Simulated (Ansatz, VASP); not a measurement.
SnSe in VASP and in Ansatz

Contents of POSCAR:

```
SnSe
1.0
    0.0000000000      3.3639844462      3.3639844462
    3.3639844462      0.0000000000      3.3639844462
    3.3639844462      3.3639844462      0.0000000000
Sn Se
1 1
Direct
    0.0000000000      0.0000000000      0.0000000000
    0.2500000000      0.2500000000      0.2500000000
```

INCAR.step1

```
  PREC = Accurate
  ENCUT = 520
  ISMEAR = -1
  SIGMA = 0.02
  LREAL = False
  LASPH = True
  NELM = 100
  NBANDS = 17
  GGA = PE
  ALGO = Normal
  EDIFF = 1E-4
  LWAVE = True
  LCHARG = False
```

The input INCAR.step2:

```
  PREC = Accurate
  ENCUT = 520
  EDIFF = 1E-7
  ISMEAR = -1
  SIGMA = 0.02
  LREAL = False
  LASPH = True
  NELM = 100
  ALGO = Normal
  ISIF = 2
  LWAVE = False
  LCHARG = False
  METAGGA = R2SCAN
  LMIXTAU = True
  NBANDS = 17
  ISTART = 1
```

The input KPOINTS:

```
Automatic mesh
0
Gamma
  6 6 6
```

Input for Ansatz:

```yaml
crystal:
  lattice:
    - [0.0, 3.3639844462, 3.3639844462]
    - [3.3639844462, 0.0, 3.3639844462]
    - [3.3639844462, 3.3639844462, 0.0]
  atoms:
    - { symbol: Sn, position: [0.0, 0.0, 0.0] }
    - { symbol: Se, position: [0.25, 0.25, 0.25] }
kpoints:
  mp_grid: { grid: [6, 6, 6] }
  band_path:
    path:
      - [0.0, 0.0, 0.0]
      - [-0.5, -0.5, 0.0]
      - [-0.375, -0.375, 0.25]
      - [-0.375, 0.0, 0.375]
      - [0.0, 0.0, 0.5]
      - [-0.5, -0.25, 0.25]
    npoints: 1
hamiltonian:
  xc: r2scan
scf:
  occupations: { method: fermi_dirac, width: 0.02 }
  n_extra_bands: 4
output:
  forces: true
  stress: true
  eigenvalues: true
```

Alike in both runs: task single point; functional r2SCAN; k mesh 6 × 6 × 6; occupations fermi-dirac, width 0.02 eV; no spin polarisation.

|  | VASP | Ansatz |
| --- | --- | --- |
| version | VASP 6.6.1 | Ansatz 0.2.0 |
| potentials or method | VASP PAW PBE potentials, release 64 (Sn_d, Se) | plane waves, PAW |
| plane-wave cutoff (eV) | 520 | 500 |
| valence electrons in the cell | 20 | 30 |

|  | VASP | Ansatz | Ansatz less VASP |
| --- | --- | --- | --- |
| pressure (GPa) | 0.0 | 0.0 | +0.01 |

VASP's potentials were made for PBE, not for r2SCAN. VASP's potentials hold 20 valence electrons a cell and Ansatz's 30, so a difference there can come from the potentials and not from the codes.
